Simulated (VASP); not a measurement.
# MgCd2SO2 (P4/mmm) in VASP: a series of runs

Runs on MgCd2SO2. Level: PBE. Tasks: single point, relaxation of cell and atoms.

Everything below comes from runs of VASP 6.6.1. Logs are shortened: lines on timing, memory, paths and dates and some standing lists are left out, and cuts for length are marked.

## 1. The cell of the first run

It takes space group P4/mmm (No. 123, tetragonal). Conventional cell: a = 4.209 Å, b = 4.209 Å, c = 5.416 Å, α = 90.00°, β = 90.00°, γ = 90.00°. Within 3.6 Å of Mg (site symmetry 4/mmm) lie 2 S at 2.71 Å and 8 Cd at 3.21 Å and 8 O at 3.43 Å. Within 3.2 Å of Cd (site symmetry 4mm) lie 2 Cd at 2.41 to 3.01 Å and 4 O at 2.59 Å. S (site symmetry 4/mmm) has 4 O at 2.10 Å and 2 Mg at 2.71 Å within 2.8 Å. Within 2.8 Å of O (site symmetry mmm) lie 2 S at 2.10 Å and 4 Cd at 2.59 Å.

## 2. Single point, PBE

Input file INCAR:

```
PREC     = Accurate       # precision mode
ENCUT    = 520            # plane-wave cutoff, eV
EDIFF    = 1E-7           # SCF threshold, eV
ISMEAR   = 0              # smearing method
SIGMA    = 0.1            # smearing width, eV
LREAL    = F              # projectors in reciprocal space
LASPH    = T              # aspherical terms in the spheres
NELM     = 60             # most SCF steps
ALGO     = Normal         # electronic algorithm
ISIF     = 2              # what is computed and relaxed
LWAVE    = F              # write WAVECAR
LCHARG   = F              # write CHGCAR
GGA      = PE             # functional
NBANDS   = 31             # bands
```

Input file KPOINTS:

```
regular mesh
0
Gamma
  4 4 4
```

Input file POSCAR:

```
MgCd2SO2
1.0
    4.2087846600      0.0000000000      0.0000000000
    0.0000000000      4.2087846600      0.0000000000
    0.0000000000      0.0000000000      5.4158425100
Mg Cd S O
1 2 1 2
Direct
    0.0000000000      0.0000000000      0.5000000000
    0.5000000000      0.5000000000      0.7223759900
    0.5000000000      0.5000000000      0.2776240100
    0.0000000000      0.0000000000      0.0000000000
    0.5000000000      0.0000000000      0.0000000000
    0.0000000000      0.5000000000      0.0000000000
```

Potentials or basis: VASP PAW PBE potentials, release 64 (Mg, Cd, S, O).

The run is started by

```bash
cat potpaw_PBE.64/Mg/POTCAR potpaw_PBE.64/Cd/POTCAR potpaw_PBE.64/S/POTCAR potpaw_PBE.64/O/POTCAR > POTCAR
mpirun -np 1 vasp_std > vasp.out
```

OUTCAR:

```text
PREC = Accurate
   ENCUT = 520
   EDIFF = 1E-7
   ISMEAR = 0
   LREAL = F
   LASPH = T
   NELM = 60
   ISIF = 2
   GGA = PE

 ion  position               nearest neighbor table
   1  0.000  0.000  0.500-   4 2.71   4 2.71   2 3.21   3 3.21   2 3.21   3 3.21   2 3.21   3 3.21
                             2 3.21   3 3.21
   2  0.500  0.500  0.722-   3 2.41   5 2.59   6 2.59   5 2.59   6 2.59   3 3.01   1 3.21   1 3.21
                             1 3.21   1 3.21
   3  0.500  0.500  0.278-   2 2.41   5 2.59   6 2.59   5 2.59   6 2.59   2 3.01   1 3.21   1 3.21
                             1 3.21   1 3.21
   4  0.000  0.000  0.000-   5 2.10   6 2.10   6 2.10   5 2.10   1 2.71   1 2.71
   5  0.500  0.000  0.000-   4 2.10   4 2.10   2 2.59   2 2.59   3 2.59   3 2.59
   6  0.000  0.500  0.000-   4 2.10   4 2.10   2 2.59   3 2.59   2 2.59   3 2.59

  LATTYP: Found a simple tetragonal cell.
 ALAT       =     4.2087846600
 C/A-ratio  =     1.2867948701

  Lattice vectors:

 A1 = (   4.2087846600,   0.0000000000,   0.0000000000)
 A2 = (   0.0000000000,   4.2087846600,   0.0000000000)
 A3 = (   0.0000000000,   0.0000000000,   5.4158425100)

Analysis of symmetry for initial positions (statically):
=====================================================================
 Subroutine PRICEL returns:
 Original cell was already a primitive cell.

 Routine SETGRP: Setting up the symmetry group for a
 simple tetragonal supercell.

 Subroutine GETGRP returns: Found 16 space group operations
 (whereof 16 operations were pure point group operations)
 out of a pool of 16 trial point group operations.

The static configuration has the point symmetry D_4h.

Analysis of symmetry for dynamics (positions and initial velocities):
=====================================================================
 Subroutine PRICEL returns:
 Original cell was already a primitive cell.

 Routine SETGRP: Setting up the symmetry group for a
 simple tetragonal supercell.

 Subroutine GETGRP returns: Found 16 space group operations
 (whereof 16 operations were pure point group operations)
 out of a pool of 16 trial point group operations.

The dynamic configuration has the point symmetry D_4h.

 Subroutine INISYM returns: Found 16 space group operations
 (whereof 16 operations are pure point group operations),
 and found     1 'primitive' translations

----------------------------------------------------------------------------------------

                                     Primitive cell

  volume of cell :      95.9355

  direct lattice vectors                    reciprocal lattice vectors
     4.208784660  0.000000000  0.000000000     0.237598281  0.000000000  0.000000000
     0.000000000  4.208784660  0.000000000     0.000000000  0.237598281  0.000000000
     0.000000000  0.000000000  5.415842510     0.000000000  0.000000000  0.184643478

  length of vectors
     4.208784660  4.208784660  5.415842510     0.237598281  0.237598281  0.184643478

  position of ions in fractional coordinates (direct lattice)
     0.000000000  0.000000000  0.500000000
     0.500000000  0.500000000  0.722375990
     0.500000000  0.500000000  0.277624010
     0.000000000  0.000000000  0.000000000
     0.500000000  0.000000000  0.000000000
     0.000000000  0.500000000  0.000000000

  ion indices of the primitive-cell ions
   primitive index   ion index
                 1           1
                 2           2
                 3           3
                 4           4
                 5           5
                 6           6

----------------------------------------------------------------------------------------

 KPOINTS: regular mesh

Automatic generation of k-mesh.
 Grid dimensions read from file:
 generate k-points for:    4    4    4

 Generating k-lattice:

  Cartesian coordinates                     Fractional coordinates (reciprocal lattice)
     0.059399570  0.000000000  0.000000000     0.250000000  0.000000000  0.000000000
     0.000000000  0.059399570  0.000000000     0.000000000  0.250000000  0.000000000
     0.000000000  0.000000000  0.046160870     0.000000000  0.000000000  0.250000000

  Length of vectors
     0.059399570  0.059399570  0.046160870

  Shift w.r.t. Gamma in fractional coordinates (k-lattice)
     0.000000000  0.000000000  0.000000000

 Subroutine IBZKPT returns following result:
 ===========================================

 Found     18 irreducible k-points:

 Following reciprocal coordinates:
            Coordinates               Weight
  0.000000  0.000000  0.000000      1.000000
  0.250000  0.000000  0.000000      4.000000
  0.500000  0.000000  0.000000      2.000000
  0.250000  0.250000  0.000000      4.000000
  0.500000  0.250000  0.000000      4.000000
  0.500000  0.500000  0.000000      1.000000
[... 10 lines left out ...]
  0.500000  0.250000  0.500000      4.000000
  0.500000  0.500000  0.500000      1.000000
   k-points           NKPTS =     18   k-points in BZ     NKDIM =     18   number of bands    NBANDS=     31
   number of dos      NEDOS =    301   number of ions     NIONS =      6
   total plane-waves  NPLWV =  40960
   dimension x,y,z NGX =    32 NGY =   32 NGZ =   40
   dimension x,y,z NGXF=    64 NGYF=   64 NGZF=   80
   ions per type =               1   2   1   2
   NGX,Y,Z   is equivalent  to a cutoff of  12.64, 12.64, 12.28 a.u.
   NGXF,Y,Z  is equivalent  to a cutoff of  25.28, 25.28, 24.56 a.u.
 SYSTEM =  unknown system
   PREC   = accura    normal or accurate (medium, high low for compatibility)
   ISTART =      0    job   : 0-new  1-cont  2-samecut
   ICHARG =      2    charge: 1-file 2-atom 10-const
   ISPIN  =      1    spin polarized calculation?
   LNONCOLLINEAR =      F non collinear calculations
   LSORBIT =      F    spin-orbit coupling
   LASPH  =      T    aspherical Exc in radial PAW
   ENCUT  =  520.0 eV  38.22 Ry    6.18 a.u.   7.83  7.83 10.07*2*pi/ulx,y,z
   NELM   =     60;   NELMIN=  2; NELMDL= -5     # of ELM steps
   EDIFF  = 0.1E-06   stopping-criterion for ELM
   LREAL  =      F    real-space projection
   EDIFFG = 0.1E-05   stopping-criterion for IOM
   NSW    =      0    number of steps for IOM
   IBRION =     -1    ionic relax: 0-MD 1-quasi-New 2-CG
   NFREE  =      0    steps in history (QN), initial steepest desc. (CG)
   ISIF   =      2    stress and relaxation
   ISYM   =      2    0-nonsym 1-usesym 2-fastsym
   POTIM  = 0.5000    time-step for ionic-motion
   TEBEG  =    0.0;   TEEND  =   0.0 temperature during run
   PSTRESS=    0.0 pullay stress
   NELECT =      44.0000    total number of electrons
   NUPDOWN=      -1.0000    fix difference up-down
   EMIN   =  10.00;   EMAX   =-10.00  energy-range for DOS
   EFERMI =   0.00;   METHOD = LEGACY
   ISMEAR =     0;   SIGMA  =   0.10  broadening in eV -4-tet -1-fermi 0-gaus
   EFERMI_NEDOS =   21; number of points for ismear=-14 and -15
   IALGO  =     38    algorithm
   IMIX   =      4    mixing-type and parameters
     AMIX     =   0.40;   BMIX     =  1.00
     AMIX_MAG =   1.60;   BMIX_MAG =  1.00
  volume/ion in A,a.u.               =      15.99       107.90
  Fermi-wavevector in a.u.,A,eV,Ry     =   1.262503  2.385786 21.686530  1.593915
  Thomas-Fermi vector in A             =   2.395908
   LORBIT       =      0    0 simple, 1 ext, 2 COOP (PROOUT), +10 PAW based schemes
   GGA     = PE    functional components
   LHFCALC =     F    Hartree Fock is set to
   AEXX    =    0.0000 exact exchange contribution
   IVDW    =     0    specifies the selected vdW correction
   LEPSILON=     F    determine dielectric tensor
   LRPA    =     F    only Hartree local field effects (RPA)
 non-spin polarized calculation
 Gauss-broadening in eV      SIGMA  =   0.10
  energy-cutoff  :      520.00
  volume of cell :       95.94
 maximum number of plane-waves:      2612
 NGX is ok and might be reduce to    32
   NGX = 15   NGY = 15   NGZ = 21

 number of electron      44.0000008 magnetization

 Free energy of the ion-electron system (eV)
  ---------------------------------------------------
  ext. energy  EPLUGINS =         0.00000000
  ---------------------------------------------------
  free energy    TOTEN  =       -17.76564545 eV

  energy without entropy =      -17.75023287  energy(sigma->0) =      -17.75793916

 E-fermi :   4.1679     XC(G=0): -10.5015

 val. band max:        4.0547924968   @ k =   0.5000   0.0000   0.0000
 cond. band min:       4.1833085626   @ k =   0.2500   0.2500   0.0000
 fundamental gap:      0.1285160658
 Fermi energy:         4.1679337201

 k-point     1 :       0.0000    0.0000    0.0000
  band No.  band energies     occupation
      1     -15.3912      2.00000
      2     -13.7758      2.00000
      3      -7.1019      2.00000
      4      -6.4749      2.00000
      5      -5.9318      2.00000
      6      -5.9318      2.00000
[... 23 lines left out ...]
     30       9.0613      0.00000
     31       9.0613      0.00000

 k-point     2 :       0.2500    0.0000    0.0000
  band No.  band energies     occupation
      1     -15.1544      2.00000
      2     -13.9666      2.00000
      3      -7.9424      2.00000
      4      -6.5273      2.00000
      5      -5.9005      2.00000
      6      -5.8333      2.00000
[... 23 lines left out ...]
     30       9.9249      0.00000
     31      11.3330      0.00000

 k-point     3 :       0.5000    0.0000    0.0000
  band No.  band energies     occupation
      1     -14.7133      2.00000
      2     -14.3661      2.00000
      3      -8.5221      2.00000
      4      -6.5492      2.00000
      5      -5.8659      2.00000
      6      -5.7171      2.00000
[... 499 lines left out ...]
     30      11.4839      0.00000
     31      12.0270      0.00000

 k-point    18 :       0.5000    0.5000    0.5000
  band No.  band energies     occupation
      1     -14.3231      2.00000
      2     -14.3231      2.00000
      3     -10.1094      2.00000
      4      -6.0109      2.00000
      5      -5.6198      2.00000
      6      -5.6198      2.00000
[... 23 lines left out ...]
     30       9.2502      0.00000
     31      11.8783      0.00000

------------------------ aborting loop because EDIFF is reached ----------------------------------------

  FORCE on cell =-STRESS in cart. coord.  units (eV):
  Direction    XX          YY          ZZ          XY          YZ          ZX
  --------------------------------------------------------------------------------------
  -------------------------------------------------------------------------------------
  Total        1.4631174      1.4631174      3.6602405      0.0000000     -0.0000000      0.0000000
  in kB       24.4348867     24.4348867     61.1280814      0.0000000     -0.0000000      0.0000000
  external PRESSURE =      36.6659516 kB  Pullay stress =       0.0000000 kB

 VOLUME and BASIS-vectors are now :
 -----------------------------------------------------------------------------
  energy-cutoff  :      520.00
  volume of cell :       95.94
      direct lattice vectors                 reciprocal lattice vectors
     4.208784660  0.000000000  0.000000000     0.237598281  0.000000000  0.000000000
     0.000000000  4.208784660  0.000000000     0.000000000  0.237598281  0.000000000
     0.000000000  0.000000000  5.415842510     0.000000000  0.000000000  0.184643478

 POSITION                                       TOTAL-FORCE (eV/Angst)
 -----------------------------------------------------------------------------------
      0.00000      0.00000      2.70792        -0.000000     -0.000000      0.000000
      2.10439      2.10439      3.91227         0.000000      0.000000      3.268394
      2.10439      2.10439      1.50357        -0.000000      0.000000     -3.268394
      0.00000      0.00000      0.00000        -0.000000     -0.000000      0.000000
      2.10439      0.00000      0.00000        -0.000000     -0.000000      0.000000
      0.00000      2.10439      0.00000        -0.000000     -0.000000      0.000000
 -----------------------------------------------------------------------------------
    total drift:                                0.000000     -0.000000     -0.000000

  FREE ENERGIE OF THE ION-ELECTRON SYSTEM (eV)
  ---------------------------------------------------
  free  energy   TOTEN  =       -17.7656454510 eV

  energy  without entropy=      -17.7502328734  energy(sigma->0) =      -17.75793916
```

Run time: 23 s. Hardware: 1 thread of AMD EPYC 9R45 (Zen 5), shared host; peak memory 0.19 GiB.

Results:

```yaml
Free_energy: -17.7656 eV
Pressure: 3.7 GPa
Largest_force: 3.268 eV/Å
Band_gap_on_the_k_mesh: zero (band 22 reaches 5.59 eV, above the bottom of band 23 at 2.71 eV)
```

Forces in eV/Å, atoms in the order of the input:
```
Mg   0.000  0.000  0.000
Cd   0.000  0.000  3.268
Cd   0.000  0.000 -3.268
S    0.000  0.000  0.000
O    0.000  0.000  0.000
O    0.000  0.000  0.000
```

Caveat: the k points lie up to 0.37 Å⁻¹ apart; forces of over 1 eV/Å act on the atoms, so gaps and moduli don't describe the material at rest.

(Part 1 of 2 ends here.)
